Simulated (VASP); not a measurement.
# WSe2 (P6_3/mmc) in VASP: further runs

WSe2 is run at these levels: PBE; tasks: relaxation of cell and atoms, single point.

Program: VASP 6.6.1. These are calculated values, not measurements. Logs are shortened: lines on timing, memory, paths and dates and some standing lists are left out, and cuts for length are marked.

**1. The cell of the first run**

Symmetry: P6_3/mmc, No. 194, hexagonal system. Conventional cell: a = 3.071 Å, b = 3.071 Å, c = 11.547 Å, α = 90.00°, β = 90.00°, γ = 120.00°. W (site symmetry -6m2) has 6 Se at 2.42 Å and 6 W at 3.07 Å within 3.2 Å. Se (site symmetry 3m) has 3 W at 2.42 Å and 10 Se at 3.04 to 3.31 Å within 3.4 Å.

**2. Relaxation of cell and atoms, PBE, target pressure 40 GPa, at which the enthalpy is minimised**

Contents of INCAR:

```
SYSTEM = WSe2
PREC = Accurate ; ENCUT = 600
EDIFF = 1E-6 ; ISMEAR = 0
SIGMA = 0.02 ; LREAL = .FALSE.
LASPH = .TRUE. ; NELM = 100
ALGO = Normal ; ISIF = 3
LWAVE = .FALSE. ; LCHARG = .FALSE.
GGA = PE ; IBRION = 2
NSW = 70 ; EDIFFG = -0.008
PSTRESS = 400.0
```

Contents of KPOINTS:

```
Automatic mesh
0
G
  12 12 4
  0 0 0
```

Contents of POSCAR:

```
WSe2
1.0
    3.0705204445      0.0000000000      0.0000000000
   -1.5352602222      2.6591487078      0.0000000000
    0.0000000000      0.0000000000     11.5465181288
W Se
2 4
Direct
    0.6666666667      0.3333333333      0.7500000000
    0.3333333333      0.6666666667      0.2500000000
    0.3333333333      0.6666666667      0.8932597041
    0.6666666667      0.3333333333      0.3932597041
    0.3333333333      0.6666666667      0.6067402959
    0.6666666667      0.3333333333      0.1067402959
```

Potentials or basis: VASP PAW PBE potentials, release 64 (W_sv, Se).

The run is started by

```bash
> cat potpaw_PBE.64/W_sv/POTCAR potpaw_PBE.64/Se/POTCAR > POTCAR
> mpirun -np 1 vasp_std > vasp.out
```

OUTCAR:

```text
SYSTEM = WSe2
   PREC = Accurate
   ENCUT = 600
   EDIFF = 1E-6
   ISMEAR = 0
   LREAL = .FALSE.
   LASPH = .TRUE.
   NELM = 100
   ISIF = 3
   GGA = PE
   IBRION = 2
   NSW = 70
   EDIFFG = -0.008
   PSTRESS = 400.0

 ion  position               nearest neighbor table
   1  0.667  0.333  0.750-   3 2.42   5 2.42   3 2.42   5 2.42   3 2.42   5 2.42
   2  0.333  0.667  0.250-   4 2.42   6 2.42   4 2.42   6 2.42   4 2.42   6 2.42
   3  0.333  0.667  0.893-   1 2.42   1 2.42   1 2.42
   4  0.667  0.333  0.393-   2 2.42   2 2.42   2 2.42
   5  0.333  0.667  0.607-   1 2.42   1 2.42   1 2.42
   6  0.667  0.333  0.107-   2 2.42   2 2.42   2 2.42

  LATTYP: Found a hexagonal cell.
 ALAT       =     3.0705204445
 C/A-ratio  =     3.7604433312

  Lattice vectors:

 A1 = (   3.0705204445,   0.0000000000,   0.0000000000)
 A2 = (  -1.5352602222,   2.6591487078,   0.0000000000)
 A3 = (   0.0000000000,   0.0000000000,  11.5465181288)

Analysis of symmetry for initial positions (statically):
=====================================================================
 Subroutine PRICEL returns:
 Original cell was already a primitive cell.

 Routine SETGRP: Setting up the symmetry group for a
 hexagonal supercell.

 Subroutine GETGRP returns: Found 24 space group operations
 (whereof 12 operations were pure point group operations)
 out of a pool of 24 trial point group operations.

The static configuration has the point symmetry D_3d.
 The point group associated with its full space group is D_6h.

Analysis of symmetry for dynamics (positions and initial velocities):
=====================================================================
 Subroutine PRICEL returns:
 Original cell was already a primitive cell.

 Routine SETGRP: Setting up the symmetry group for a
 hexagonal supercell.

 Subroutine GETGRP returns: Found 24 space group operations
 (whereof 12 operations were pure point group operations)
 out of a pool of 24 trial point group operations.

The dynamic configuration has the point symmetry D_3d.
 The point group associated with its full space group is D_6h.

 Subroutine INISYM returns: Found 24 space group operations
 (whereof 12 operations are pure point group operations),
 and found     1 'primitive' translations

----------------------------------------------------------------------------------------

                                     Primitive cell

  volume of cell :      94.2770

  direct lattice vectors                    reciprocal lattice vectors
     3.070520445  0.000000000  0.000000000     0.325677688  0.188030101  0.000000000
[... 111 lines left out ...]
   IALGO  =     38    algorithm
   IMIX   =      4    mixing-type and parameters
     AMIX     =   0.40;   BMIX     =  1.00
     AMIX_MAG =   1.60;   BMIX_MAG =  1.00
  volume/ion in A,a.u.               =      15.71       106.04
  Fermi-wavevector in a.u.,A,eV,Ry     =   1.342582  2.537112 24.524850  1.802526
  Thomas-Fermi vector in A             =   2.470724
   LORBIT       =      0    0 simple, 1 ext, 2 COOP (PROOUT), +10 PAW based schemes
   GGA     = PE    functional components
   LHFCALC =     F    Hartree Fock is set to
   AEXX    =    0.0000 exact exchange contribution
   IVDW    =     0    specifies the selected vdW correction
   LEPSILON=     F    determine dielectric tensor
   LRPA    =     F    only Hartree local field effects (RPA)
 conjugate gradient relaxation of ions
 non-spin polarized calculation
 Gauss-broadening in eV      SIGMA  =   0.02
  energy-cutoff  :      600.00
  volume of cell :       94.28
 maximum number of plane-waves:      3177
 NGX is ok and might be reduce to    28
   NGX = 13   NGY = 13   NGZ = 47

--------------------------------------- Ionic step        1  -------------------------------------------

 number of electron      51.9999999 magnetization

 Free energy of the ion-electron system (eV)
  ---------------------------------------------------
  ext. energy  EPLUGINS =         0.00000000
  ---------------------------------------------------
  free energy    TOTEN  =       -40.43280529 eV

  energy without entropy =      -40.43280529  energy(sigma->0) =      -40.43280529

------------------------ aborting loop because EDIFF is reached ----------------------------------------

  FORCE on cell =-STRESS in cart. coord.  units (eV):
  Direction    XX          YY          ZZ          XY          YZ          ZX
  --------------------------------------------------------------------------------------
  -------------------------------------------------------------------------------------
  Total       23.9625872     23.9625872     26.8203947      0.0000000      0.0000000      0.0000000
  in kB      407.2289354    407.2289355    455.7955569      0.0000000      0.0000000      0.0000000
  external PRESSURE =      23.4178093 kB  Pullay stress =     400.0000000 kB
[... 71 lines left out ...]
--------------------------------------- Ionic step        3  -------------------------------------------

 number of electron      52.0000003 magnetization

 E-fermi :   9.7230     XC(G=0): -12.1807

 val. band max:        9.6350706034   @ k =   0.0000   0.0000   0.0000
 cond. band min:       9.8165191325   @ k =   0.1667   0.1667   0.0000
 fundamental gap:      0.1814485291
 Fermi energy:         9.7230258868

 k-point     1 :       0.0000    0.0000    0.0000
  band No.  band energies     occupation
      1     -64.7196      2.00000
      2     -64.7196      2.00000
      3     -29.1664      2.00000
      4     -29.1661      2.00000
      5     -28.7959      2.00000
      6     -28.7959      2.00000
[... 844 lines left out ...]
  energy  without entropy=      -40.8428739031  energy(sigma->0) =      -40.84287390

  enthalpy is  TOTEN    =       -17.0020873394 eV   P V=       23.8407865637

[... ionic steps 4 to 8 ...]

--------------------------------------- Ionic step        9  -------------------------------------------

 number of electron      51.9999998 magnetization

------------------------ aborting loop because EDIFF is reached ----------------------------------------
[... 79 lines left out ...]
--------------------------------------- Ionic step       11  -------------------------------------------

 number of electron      51.9999998 magnetization

 Free energy of the ion-electron system (eV)
  ---------------------------------------------------
  ext. energy  EPLUGINS =         0.00000000
  ---------------------------------------------------
  free energy    TOTEN  =       -40.17301072 eV

  energy without entropy =      -40.17284105  energy(sigma->0) =      -40.17292589

 E-fermi :  10.2100     XC(G=0): -12.3759

 val. band max:       10.2078403991   @ k =   0.1667   0.1667   0.0000
 cond. band min:      10.2294538422   @ k =   0.0000   0.0000   0.2500
 fundamental gap:      0.0216134431
 Fermi energy:        10.2100389545

 k-point     1 :       0.0000    0.0000    0.0000
  band No.  band energies     occupation
      1     -64.2113      2.00000
      2     -64.2113      2.00000
      3     -28.6822      2.00000
      4     -28.6817      2.00000
      5     -28.2766      2.00000
      6     -28.2766      2.00000
[... 844 lines left out ...]
  energy  without entropy=      -40.1728410483  energy(sigma->0) =      -40.17292589

  enthalpy is  TOTEN    =       -17.0886659526 eV   P V=       23.0843447695

 reached required accuracy - stopping structural energy minimisation
```

OSZICAR:

```text
N       E                     dE             d eps       ncg     rms          rms(c)
DAV:   1     0.570908288119E+03    0.57091E+03   -0.30945E+04  3750   0.190E+03
DAV:   2    -0.323158792237E+01   -0.57414E+03   -0.56272E+03  4043   0.496E+02
DAV:   3    -0.409397537139E+02   -0.37708E+02   -0.36800E+02  4385   0.109E+02
[... 98 lines left out ...]
DAV:   1    -0.401731256567E+02    0.13248E-01   -0.59887E-03  3863   0.561E-01    0.927E-02
DAV:   2    -0.401730361132E+02    0.89543E-04   -0.49736E-04  4013   0.160E-01    0.323E-02
DAV:   3    -0.401730141582E+02    0.21955E-04   -0.65689E-05  4380   0.410E-02    0.196E-02
DAV:   4    -0.401730108461E+02    0.33121E-05   -0.13120E-05  4044   0.234E-02    0.191E-02
DAV:   5    -0.401730107221E+02    0.12398E-06   -0.22760E-06  2669   0.914E-03
  11 F= -.17088666E+02 E0= -.17088581E+02  d E =-.735084E-04
```

Run time: 14 min. Hardware: 1 thread of AMD EPYC 9R45 (Zen 5), shared host; peak memory 0.35 GiB.

Results:

```
Free energy                                                : -40.1730 eV
Relaxed volume                                             : 15.41 Å³/atom
Relaxed cell                                               : a = 3.051 Å, b = 3.051 Å, c = 11.472 Å, α = 90.00°, β = 90.00°, γ = 120.00°
Space group after relaxing (to 0.1 Å)                      : P6_3/mmc (No. 194)
Energy change on relaxing (the run minimises the enthalpy) : +43.3 meV/atom
Ionic steps                                                : 11
Pressure after relaxing                                    : 39.9 GPa
Largest force after relaxing                               : 0.006 eV/Å
Band gap on the k mesh                                     : zero (bands 26 and 27 overlap by 0.03 eV)
```

Forces in eV/Å, atoms in the order of the input:
```
W    0.000  0.000  0.000
W    0.000  0.000  0.000
Se   0.000  0.000  0.006
Se   0.000  0.000  0.006
Se   0.000  0.000 -0.006
Se   0.000  0.000 -0.006
```

The path:
```
step  energy change (eV)  largest force (eV/Å)  pressure (GPa)  volume (Å³)
   1              0.0000                1.5434           42.34        94.28
   2             -0.6490                1.1651           23.67        97.43
   3             -0.4101                0.3694           34.29        95.49
   4              0.8396                0.2053           44.69        90.35
   5              0.2622                0.0524           40.06        92.49
   6              0.2838                0.0753           40.50        92.37
   7              0.2842                0.0759           40.51        92.37
   8              0.1591                0.1046           38.46        92.88
   9              0.2477                0.0239           39.94        92.51
  10              0.2464                0.0221           39.92        92.52
  11              0.2598                0.0060           39.94        92.46
```

Final structure:
```cif
data_structure
_symmetry_space_group_name_H-M 'P 1'
_symmetry_Int_Tables_number 1
_cell_length_a 3.0507
_cell_length_b 3.0507
_cell_length_c 11.4718
_cell_angle_alpha 90.000
_cell_angle_beta 90.000
_cell_angle_gamma 120.000
_cell_volume 92.46
loop_
_atom_site_label
_atom_site_type_symbol
_atom_site_fract_x
_atom_site_fract_y
_atom_site_fract_z
_atom_site_occupancy
W1 W 0.66667 0.33333 0.75000 1
W2 W 0.33333 0.66667 0.25000 1
Se1 Se 0.33333 0.66667 0.89904 1
Se2 Se 0.66667 0.33333 0.39904 1
Se3 Se 0.33333 0.66667 0.60096 1
Se4 Se 0.66667 0.33333 0.10096 1
```

Caveat: the cell is relaxed towards a set pressure, so the run minimises the enthalpy, not the energy; spin-orbit coupling is left out, which moves the levels of the heavy elements.

**3. Single point, PBE**

This run uses another cell than the first one, of 23.95 Å³/atom.

Contents of INCAR:

```
SYSTEM = WSe2
PREC = Accurate
ENCUT = 500
EDIFF = 1E-6
ISMEAR = -4
SIGMA = 0.02
LREAL = .False.
LASPH = .True.
NELM = 120
ALGO = Normal
ISIF = 2
LWAVE = .False.
LCHARG = .False.
GGA = PE
NBANDS = 35
GGA_COMPAT = .False.
```

Contents of KPOINTS:

```
Automatic mesh
0
Gamma
  18 18 3
  0 0 0
```

Contents of POSCAR:

```
WSe2
1.0
    3.3209866701      0.0000000000      0.0000000000
   -1.6604933350      2.8760588219      0.0000000000
    0.0000000000      0.0000000000     15.0438378498
W Se
2 4
Direct
    0.6666666667      0.3333333333      0.7500000000
    0.3333333333      0.6666666667      0.2500000000
    0.3333333333      0.6666666667      0.8615429963
    0.6666666667      0.3333333333      0.3615429963
    0.3333333333      0.6666666667      0.6384570037
    0.6666666667      0.3333333333      0.1384570037
```

Potentials or basis: VASP PAW PBE potentials, release 64 (W_sv, Se).

The run is started by

```bash
> cat potpaw_PBE.64/W_sv/POTCAR potpaw_PBE.64/Se/POTCAR > POTCAR
> mpirun -np 1 vasp_std > vasp.out
```

It took 2.2 min on 1 thread of Intel Xeon 6975P-C (Granite Rapids), shared host; peak memory 0.43 GiB.

It converged, with:

```
Free energy            : -43.2560 eV
Pressure               : 0.3 GPa
Largest force          : 0.045 eV/Å
Band gap on the k mesh : 1.46 eV (least direct gap 1.52 eV)
```

Forces in eV/Å, atoms in the order of the input:
```
W    0.000  0.000  0.000
W    0.000  0.000  0.000
Se   0.000  0.000  0.045
Se   0.000  0.000  0.045
Se   0.000  0.000 -0.045
Se   0.000  0.000 -0.045
```

Stress tensor (GPa, compression positive):
```
0.21 0.00 0.00
0.00 0.21 0.00
0.00 0.00 0.35
```

Levels at points of the mesh, in eV from the valence-band top:
| k point | band 22 | band 23 | band 24 | band 25 | band 26 | band 27 | band 28 | band 29 | band 30 | band 31 |
| --- | --- | --- | --- | --- | --- | --- | --- | --- | --- | --- |
| (0.00, 0.00, 0.00) | -1.26 | -1.26 | -1.26 | -0.57 | -0.08 | 2.87 | 2.87 | 2.88 | 2.88 | 3.03 |
| (0.50, 0.00, 0.00) | -2.14 | -1.02 | -1.00 | -0.99 | -0.96 | 2.32 | 2.32 | 2.63 | 2.74 | 3.42 |

Caveat: spin-orbit coupling is left out, which moves the levels of the heavy elements; an odd mesh through Γ misses points on the zone boundary, where band edges can lie; this functional lacks dispersion, which binds the layers, so the pressure and a relaxed spacing across them are unreliable.

**4. Single point, PBE**

This run uses another cell than the first one, of 15.38 Å³/atom.

Contents of INCAR:

```
  ALGO = Normal
  EDIFF = 1E-6
  ENCUT = 520
  GGA = PE
  ISIF = 2
  ISMEAR = 0
  LASPH = T
  LCHARG = T
  LELF = T
  LREAL = F
  LVHAR = T
  LWAVE = F
  NBANDS = 35
  NELM = 80
  PREC = Accurate
  SIGMA = 0.02
```

Contents of KPOINTS:

```
k-points
0
Gamma
  12 12 4
```

Contents of POSCAR:

```
WSe2
1.0
    3.0486932476      0.0000000000      0.0000000000
   -1.5243466238      2.6402458007      0.0000000000
    0.0000000000      0.0000000000     11.4631655764
W Se
2 4
Direct
    0.6666666667      0.3333333333      0.7500000000
    0.3333333333      0.6666666667      0.2500000000
    0.3333333333      0.6666666667      0.8989408078
    0.6666666667      0.3333333333      0.3989408078
    0.3333333333      0.6666666667      0.6010591922
    0.6666666667      0.3333333333      0.1010591922
```

The run is started by

```bash
> cat potpaw_PBE.64/W_sv/POTCAR potpaw_PBE.64/Se/POTCAR > POTCAR
> mpirun -np 1 vasp_std > vasp.out
```

It took 1.7 min on 1 thread of Intel Xeon 6975P-C (Granite Rapids), shared host; peak memory 0.31 GiB.

It converged, with:

```yaml
Free_energy: -40.1232 eV
Pressure: 40.7 GPa
Largest_force: 0.073 eV/Å
Band_gap_on_the_k_mesh: zero (bands 26 and 27 overlap by 0.03 eV)
```

Forces on the atoms (eV/Å):
```
W    0.000  0.000  0.000
W    0.000  0.000  0.000
Se   0.000  0.000  0.073
Se   0.000  0.000  0.073
Se   0.000  0.000 -0.073
Se   0.000  0.000 -0.073
```

Stress tensor (GPa, compression positive):
```
40.65  0.00  0.00
 0.00 40.65  0.00
 0.00  0.00 40.90
```

Levels at points of the mesh, in eV from the Fermi level:
| k point | band 22 | band 23 | band 24 | band 25 | band 26 | band 27 | band 28 | band 29 | band 30 | band 31 |
| --- | --- | --- | --- | --- | --- | --- | --- | --- | --- | --- |
| (0.00, 0.00, 0.00) | -1.65 | -1.36 | -1.36 | -0.12 | 0.03 | 2.37 | 2.37 | 2.69 | 2.69 | 2.96 |
| (0.50, 0.00, 0.00) | -3.15 | -2.38 | -2.05 | -2.02 | -0.67 | 1.78 | 2.72 | 2.74 | 2.84 | 3.00 |
| (0.00, 0.00, 0.50) | -1.51 | -1.51 | -1.51 | -0.01 | -0.01 | 2.54 | 2.54 | 2.54 | 2.54 | 3.16 |
| (0.50, 0.00, 0.50) | -3.69 | -2.12 | -2.12 | -1.36 | -1.36 | 2.51 | 2.51 | 2.75 | 2.75 | 3.48 |

Caveat: the cell stands under pressure; spin-orbit coupling is left out, which moves the levels of the heavy elements.

(Part 1 of 2 ends here.)
